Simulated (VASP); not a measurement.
Here is a VASP 6.6.1 calculation.

Contents of INCAR:

```
PREC = Accurate ; ENCUT = 600
EDIFF = 1E-6 ; ISMEAR = 1
SIGMA = 0.0161 ; LREAL = F
LASPH = T ; NELM = 60
ALGO = Normal ; ISIF = 3
LWAVE = F ; LCHARG = F
GGA = PE ; IBRION = 2
NSW = 60 ; EDIFFG = -0.01
```

Contents of KPOINTS:

```
Automatic mesh
0
Gamma
  5 5 5
```

Contents of POSCAR:

```
Lu2AlSb2
1.0
    0.0000000000      0.0000000000      4.4137410000
    4.6420950000     -3.1230440000      2.2068700000
    4.6420950000      3.1230440000     -2.2068700000
Lu Sb Al
2 2 1
Direct
    0.5000000000      0.7111300000      0.7111300000
    0.5000000000      0.2888700000      0.2888700000
    0.7893000000      0.7107000000      0.2893000000
    0.2107000000      0.2893000000      0.7107000000
    0.0000000000      0.0000000000      0.0000000000
```

Potentials or basis: VASP PAW PBE potentials, release 64 (Lu, Sb, Al).

The run is started by

```sh
$ cat potpaw_PBE.64/Lu/POTCAR potpaw_PBE.64/Sb/POTCAR potpaw_PBE.64/Al/POTCAR > POTCAR
$ mpirun -np 1 vasp_std > vasp.out
```

**Question.** Predict the relaxed cell.

**Answer.** a = 4.020 Å, b = 5.927 Å, c = 5.927 Å, α = 92.16°, β = 109.83°, γ = 70.17°.

**Question.** Predict the band gap on the k mesh.

**Answer.** Zero (an odd number of electrons rules out a gap without spin polarisation).

**Question.** Estimate the relaxed volume.

**Answer.** 24.90 Å³/atom.

Forces on the atoms (eV/Å):
```
Lu  -0.004  0.000  0.000
Lu   0.004  0.000  0.000
Sb   0.000  0.006  0.000
Sb   0.000 -0.006  0.000
Al   0.000  0.000  0.000
```

Caveat: spin-orbit coupling is left out, which moves the levels of the heavy elements.
